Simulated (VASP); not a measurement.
Write the native input for VASP 6.6.1 that does the following.

| Quantity | Value |
| --- | --- |
| Task | relaxation of cell and atoms |
| Functional | PBEsol |
| Potentials or basis | VASP PAW PBE potentials, release 64 (Mg, S) |
| Cutoff | 600 eV |
| k mesh | 5 × 5 × 5 |
| Occupations | gaussian, width 0.01 eV |
| Spin | no spin polarisation |
| Target pressure | 8 GPa |
| Dipole correction | no |
| Further INCAR settings | ALGO = Normal; EDIFF = 1e-06; IBRION = 2; EDIFFG = -0.01; NSW = 80; ISIF = 3 |

The structure of MgS (Niningerite) lies in POSCAR:

```
MgS
1.0
    0.0000000000      2.6016500000      2.6016500000
    2.6016500000      0.0000000000      2.6016500000
    2.6016500000      2.6016500000      0.0000000000
Mg S
1 1
Direct
    0.0000000000      0.0000000000      0.0000000000
    0.5000000000      0.5000000000      0.5000000000
```

These files were run (other wordings do the same):

INCAR

```
SYSTEM = MgS
ALGO = Normal
EDIFF = 1E-6
EDIFFG = -0.01
ENCUT = 600
GGA = PS
IBRION = 2
ISIF = 3
ISMEAR = 0
LASPH = .TRUE.
LCHARG = .FALSE.
LREAL = .FALSE.
LWAVE = .FALSE.
NELM = 100
NSW = 80
PREC = Accurate
PSTRESS = 80.0
SIGMA = 0.01
```

KPOINTS

```
k-points
0
G
  5 5 5
  0 0 0
```

Potentials or basis: VASP PAW PBE potentials, release 64 (Mg, S).

Run with:

```bash
$ cat potpaw_PBE.64/Mg/POTCAR potpaw_PBE.64/S/POTCAR > POTCAR
$ mpirun -np 1 vasp_std > vasp.out
```

Results of the run:

| Property | Result |
| --- | --- |
| Relaxed volume | 15.97 Å³/atom |
| Relaxed cell | a = 3.561 Å, b = 3.561 Å, c = 3.561 Å, α = 60.00°, β = 60.00°, γ = 60.00° |
| Space group after relaxing (to 0.05 Å) | Fm-3m (No. 225) |
| Energy change on relaxing (the enthalpy is what falls) | +32.1 meV/atom |
| Ionic steps | 3 |
| Pressure after relaxing | 8.0 GPa |
| Band gap on the k mesh | 3.32 eV, indirect (least direct gap 4.40 eV) |

Caveat: the cell is relaxed towards a set pressure, so the enthalpy falls and the energy may rise; the PAW data sets were made with another functional, which shifts forces and pressure a little.

Run time: 14 s on 1 thread of Intel Xeon 6975P-C, with other jobs on the host, peak memory 0.17 GiB.
